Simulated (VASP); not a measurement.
# Zn2Sb (Fd-3m) in VASP: relaxation of cell and atoms with PBE

Aim: the relaxation of cell and atoms of Zn2Sb with PBE.

Everything below comes from runs of VASP 6.6.1. Logs are shortened: lines on timing, memory, paths and dates and some standing lists are left out, and cuts for length are marked.

## Step 1: The cell of the first run

It takes space group Fd-3m (No. 227, cubic). Conventional cell: a = 7.675 Å, b = 7.675 Å, c = 7.675 Å, α = 90.00°, β = 90.00°, γ = 90.00°. Within 3.6 Å of Zn (site symmetry -3m) lie 6 Zn at 2.71 Å and 6 Sb at 3.18 Å. Sb (site symmetry -43m) has 12 Zn at 3.18 Å and 4 Sb at 3.32 Å within 4.2 Å.

## Step 2: Relaxation of cell and atoms, PBE

File INCAR:

```
ALGO = Fast ; EDIFF = 1E-6
EDIFFG = -0.01 ; ENCUT = 600
GGA = PE ; IBRION = 2
ISIF = 3 ; ISMEAR = 0
LASPH = T ; LCHARG = F
LREAL = F ; LWAVE = F
NELM = 60 ; NSW = 100
PREC = Accurate ; SIGMA = 0.1
```

File KPOINTS:

```
k-points
0
Gamma
  8 8 8
```

File POSCAR:

```
Zn2Sb
1.0
    0.0000000000      3.8372604153      3.8372604153
    3.8372604153      0.0000000000      3.8372604153
    3.8372604153      3.8372604153      0.0000000000
Zn Sb
4 2
Direct
    0.6250000000      0.6250000000      0.6250000000
    0.1250000000      0.6250000000      0.6250000000
    0.6250000000      0.6250000000      0.1250000000
    0.6250000000      0.1250000000      0.6250000000
    0.0000000000      0.0000000000      0.0000000000
    0.2500000000      0.2500000000      0.2500000000
```

Potentials or basis: VASP PAW PBE potentials, release 64 (Zn, Sb).

The run is started by

```sh
> cat potpaw_PBE.64/Zn/POTCAR potpaw_PBE.64/Sb/POTCAR > POTCAR
> mpirun -np 1 vasp_std > vasp.out
```

OUTCAR:

```text
EDIFF = 1E-6
   EDIFFG = -0.01
   ENCUT = 600
   GGA = PE
   IBRION = 2
   ISIF = 3
   ISMEAR = 0
   LASPH = T
   LREAL = F
   NELM = 60
   NSW = 100
   PREC = Accurate

 ion  position               nearest neighbor table
   1  0.625  0.625  0.625-   2 2.71   3 2.71   4 2.71   3 2.71   4 2.71   2 2.71   6 3.18   5 3.18
                             6 3.18   5 3.18   6 3.18   5 3.18
   2  0.125  0.625  0.625-   1 2.71   3 2.71   4 2.71   1 2.71   3 2.71   4 2.71   5 3.18   6 3.18
                             6 3.18   6 3.18   5 3.18   5 3.18
   3  0.625  0.625  0.125-   1 2.71   1 2.71   2 2.71   4 2.71   4 2.71   2 2.71   6 3.18   5 3.18
                             6 3.18   5 3.18   6 3.18   5 3.18
   4  0.625  0.125  0.625-   1 2.71   3 2.71   1 2.71   2 2.71   3 2.71   2 2.71   6 3.18   5 3.18
                             6 3.18   6 3.18   5 3.18   5 3.18
   5  0.000  0.000  0.000-   4 3.18   2 3.18   1 3.18   1 3.18   3 3.18   3 3.18   1 3.18   2 3.18
                             4 3.18   2 3.18   3 3.18   4 3.18   6 3.32   6 3.32   6 3.32   6 3.32
   6  0.250  0.250  0.250-   1 3.18   2 3.18   4 3.18   2 3.18   2 3.18   4 3.18   1 3.18   3 3.18
                             3 3.18   1 3.18   3 3.18   4 3.18   5 3.32   5 3.32   5 3.32   5 3.32

  LATTYP: Found a face centered cubic cell.
 ALAT       =     7.6745208306

  Lattice vectors:

 A1 = (   0.0000000000,   3.8372604153,   3.8372604153)
 A2 = (   3.8372604153,   0.0000000000,   3.8372604153)
 A3 = (   3.8372604153,   3.8372604153,   0.0000000000)

Analysis of symmetry for initial positions (statically):
=====================================================================
 Subroutine PRICEL returns:
 Original cell was already a primitive cell.

 Routine SETGRP: Setting up the symmetry group for a
 face centered cubic supercell.

 Subroutine GETGRP returns: Found 48 space group operations
 (whereof 24 operations were pure point group operations)
 out of a pool of 48 trial point group operations.

The static configuration has the point symmetry T_d .
 The point group associated with its full space group is O_h .

Analysis of symmetry for dynamics (positions and initial velocities):
=====================================================================
 Subroutine PRICEL returns:
 Original cell was already a primitive cell.

 Routine SETGRP: Setting up the symmetry group for a
 face centered cubic supercell.

 Subroutine GETGRP returns: Found 48 space group operations
 (whereof 24 operations were pure point group operations)
 out of a pool of 48 trial point group operations.

The dynamic configuration has the point symmetry T_d .
 The point group associated with its full space group is O_h .

 Subroutine INISYM returns: Found 48 space group operations
 (whereof 24 operations are pure point group operations),
 and found     1 'primitive' translations

----------------------------------------------------------------------------------------

                                     Primitive cell
[... 92 lines left out ...]
   ICHARG =      2    charge: 1-file 2-atom 10-const
   ISPIN  =      1    spin polarized calculation?
   LNONCOLLINEAR =      F non collinear calculations
   LSORBIT =      F    spin-orbit coupling
   LASPH  =      T    aspherical Exc in radial PAW
   ENCUT  =  600.0 eV  44.10 Ry    6.64 a.u.  10.84 10.84 10.84*2*pi/ulx,y,z
   NELM   =     60;   NELMIN=  2; NELMDL= -5     # of ELM steps
   EDIFF  = 0.1E-05   stopping-criterion for ELM
   LREAL  =      F    real-space projection
   EDIFFG = -.1E-01   stopping-criterion for IOM
   NSW    =    100    number of steps for IOM
   IBRION =      2    ionic relax: 0-MD 1-quasi-New 2-CG
   NFREE  =      1    steps in history (QN), initial steepest desc. (CG)
   ISIF   =      3    stress and relaxation
   ISYM   =      2    0-nonsym 1-usesym 2-fastsym
   POTIM  = 0.5000    time-step for ionic-motion
   TEBEG  =    0.0;   TEEND  =   0.0 temperature during run
   PSTRESS=    0.0 pullay stress
   NELECT =      58.0000    total number of electrons
   NUPDOWN=      -1.0000    fix difference up-down
   EMIN   =  10.00;   EMAX   =-10.00  energy-range for DOS
   EFERMI =   0.00;   METHOD = LEGACY
   ISMEAR =     0;   SIGMA  =   0.10  broadening in eV -4-tet -1-fermi 0-gaus
   EFERMI_NEDOS =   21; number of points for ismear=-14 and -15
   IALGO  =     68    algorithm
   IMIX   =      4    mixing-type and parameters
     AMIX     =   0.40;   BMIX     =  1.00
     AMIX_MAG =   1.60;   BMIX_MAG =  1.00
  volume/ion in A,a.u.               =      18.83       127.10
  Fermi-wavevector in a.u.,A,eV,Ry     =   1.310749  2.476957 23.375668  1.718063
  Thomas-Fermi vector in A             =   2.441258
   LORBIT       =      0    0 simple, 1 ext, 2 COOP (PROOUT), +10 PAW based schemes
   GGA     = PE    functional components
   LHFCALC =     F    Hartree Fock is set to
   AEXX    =    0.0000 exact exchange contribution
   IVDW    =     0    specifies the selected vdW correction
   LEPSILON=     F    determine dielectric tensor
   LRPA    =     F    only Hartree local field effects (RPA)
 conjugate gradient relaxation of ions
 non-spin polarized calculation
 RMM-DIIS sequential band-by-band and
 Gauss-broadening in eV      SIGMA  =   0.10
  energy-cutoff  :      600.00
  volume of cell :      113.00
 maximum number of plane-waves:      3812
 NGX is ok and might be reduce to    48
   NGX = 21   NGY = 21   NGZ = 21

--------------------------------------- Ionic step        1  -------------------------------------------

 number of electron      57.9999971 magnetization

 Free energy of the ion-electron system (eV)
  ---------------------------------------------------
  ext. energy  EPLUGINS =         0.00000000
  ---------------------------------------------------
  free energy    TOTEN  =       -11.58032125 eV

  energy without entropy =      -11.56423540  energy(sigma->0) =      -11.57227833

 E-fermi :   6.1176     XC(G=0): -11.0233

 val. band max:        6.0876017019   @ k =   0.5000   0.2500   0.0000
 cond. band min:       6.1479426743   @ k =   0.3750   0.2500   0.1250
 fundamental gap:      0.0603409724
 Fermi energy:         6.1175519349

 k-point     1 :       0.0000    0.0000    0.0000
  band No.  band energies     occupation
      1      -6.3436      2.00000
      2      -2.6779      2.00000
      3      -2.1393      2.00000
      4      -2.1393      2.00000
      5      -2.1393      2.00000
      6      -1.9535      2.00000
[... 958 lines left out ...]
--------------------------------------- Ionic step        3  -------------------------------------------

 number of electron      58.0000026 magnetization

 Free energy of the ion-electron system (eV)
  ---------------------------------------------------
  ext. energy  EPLUGINS =         0.00000000
  ---------------------------------------------------
  free energy    TOTEN  =       -11.61748242 eV

  energy without entropy =      -11.60035119  energy(sigma->0) =      -11.60891681

 E-fermi :   5.7192     XC(G=0): -10.8380

 val. band max:        5.6923322847   @ k =  -0.3750   0.3750   0.0000
 cond. band min:       5.7626266434   @ k =   0.0000   0.0000   0.0000
 fundamental gap:      0.0702943587
 Fermi energy:         5.7192074370

 k-point     1 :       0.0000    0.0000    0.0000
  band No.  band energies     occupation
      1      -6.4452      2.00000
      2      -2.8913      2.00000
      3      -2.3896      2.00000
      4      -2.3896      2.00000
      5      -2.3896      2.00000
      6      -2.2142      2.00000
[... 912 lines left out ...]
  FREE ENERGIE OF THE ION-ELECTRON SYSTEM (eV)
  ---------------------------------------------------
  free  energy   TOTEN  =       -11.6174824242 eV

  energy  without entropy=      -11.6003511948  energy(sigma->0) =      -11.60891681

 reached required accuracy - stopping structural energy minimisation
```

OSZICAR:

```text
N       E                     dE             d eps       ncg     rms          rms(c)
DAV:   1     0.378031590922E+03    0.37803E+03   -0.29300E+04  1972   0.239E+03
DAV:   2     0.163776503271E+02   -0.36165E+03   -0.35715E+03  1974   0.458E+02
DAV:   3    -0.113467734505E+02   -0.27724E+02   -0.27295E+02  2160   0.129E+02
DAV:   4    -0.120177270118E+02   -0.67095E+00   -0.66602E+00  2220   0.175E+01
[... 27 lines left out ...]
RMM:   3    -0.116179729888E+02    0.11795E-02   -0.15404E-03  1972   0.363E-01    0.152E-01
RMM:   4    -0.116175085966E+02    0.46439E-03   -0.60934E-04  1979   0.147E-01    0.346E-02
RMM:   5    -0.116174893948E+02    0.19202E-04   -0.21422E-04  1976   0.158E-01    0.245E-02
RMM:   6    -0.116174830131E+02    0.63816E-05   -0.46861E-05  2013   0.584E-02    0.863E-03
RMM:   7    -0.116174824242E+02    0.58889E-06   -0.48742E-06  1490   0.176E-02
   3 F= -.11617482E+02 E0= -.11608917E+02  d E =-.371612E-01
```

CONTCAR:

```text
Zn2Sb
   1.00000000000000
     0.0000000000000000    3.8868925084546957    3.8868925084546957
     3.8868925084546957    0.0000000000000000    3.8868925084546957
     3.8868925084546957    3.8868925084546957    0.0000000000000000
  Zn              Sb
     4     2
Direct
     0.6250000000000000    0.6250000000000000    0.6250000000000000
     0.1250000000000000    0.6250000000000000    0.6250000000000000
     0.6250000000000000    0.6250000000000000    0.1250000000000000
     0.6250000000000000    0.1250000000000000    0.6250000000000000
     0.0000000000000000    0.0000000000000000    0.0000000000000000
     0.2500000000000000    0.2500000000000000    0.2500000000000000

  0.00000000E+00  0.00000000E+00  0.00000000E+00
  0.00000000E+00  0.00000000E+00  0.00000000E+00
  0.00000000E+00  0.00000000E+00  0.00000000E+00
  0.00000000E+00  0.00000000E+00  0.00000000E+00
  0.00000000E+00  0.00000000E+00  0.00000000E+00
  0.00000000E+00  0.00000000E+00  0.00000000E+00
```

Wall time 2.9 min (1 thread of Intel Xeon 6975P-C (Granite Rapids), shared host); peak memory 0.39 GiB.

Results:

```
Free energy                           : -11.6175 eV
Relaxed volume                        : 19.57 Å³/atom
Relaxed cell                          : a = 5.497 Å, b = 5.497 Å, c = 5.497 Å, α = 60.00°, β = 60.00°, γ = 60.00°
Space group after relaxing (to 0.1 Å) : Fd-3m (No. 227)
Energy gained by relaxing             : 6.2 meV/atom
Ionic steps                           : 3
Pressure after relaxing               : 0.0 GPa
Band gap on the k mesh                : zero (bands 29 and 30 overlap by 3.54 eV)
```

Step by step:
```
step  energy change (eV)  largest force (eV/Å)  pressure (GPa)  volume (Å³)
   1              0.0000                0.0000            2.54       113.00
   2             -0.0369                0.0000           -0.35       117.95
   3             -0.0372                0.0000           -0.05       117.45
```

Final structure:
```xyz
6
Lattice="0.0000 3.8869 3.8869 3.8869 0.0000 3.8869 3.8869 3.8869 0.0000" Properties=species:S:1:pos:R:3 pbc="T T T"
Zn    4.8586    4.8586    4.8586
Zn    4.8586    2.9152    2.9152
Zn    2.9152    2.9152    4.8586
Zn    2.9152    4.8586    2.9152
Sb    0.0000    0.0000    0.0000
Sb    1.9434    1.9434    1.9434
```

Levels at points of the mesh, in eV from the Fermi level:
```tsv
k point	band 26	band 27	band 28	band 29	band 30	band 31	band 32	band 33
(0.00, 0.00, 0.00)	-3.10	-2.71	-2.71	-2.71	-1.98	0.04	0.04	0.04
(0.50, 0.00, 0.00)	-4.02	-2.61	-2.61	-0.47	0.20	1.32	1.32	2.24
(0.50, 0.50, 0.00)	-5.27	0.17	0.17	1.23	1.23	1.73	1.73	3.17
```

Caveat: spin-orbit coupling is left out, which moves the levels of the heavy elements.
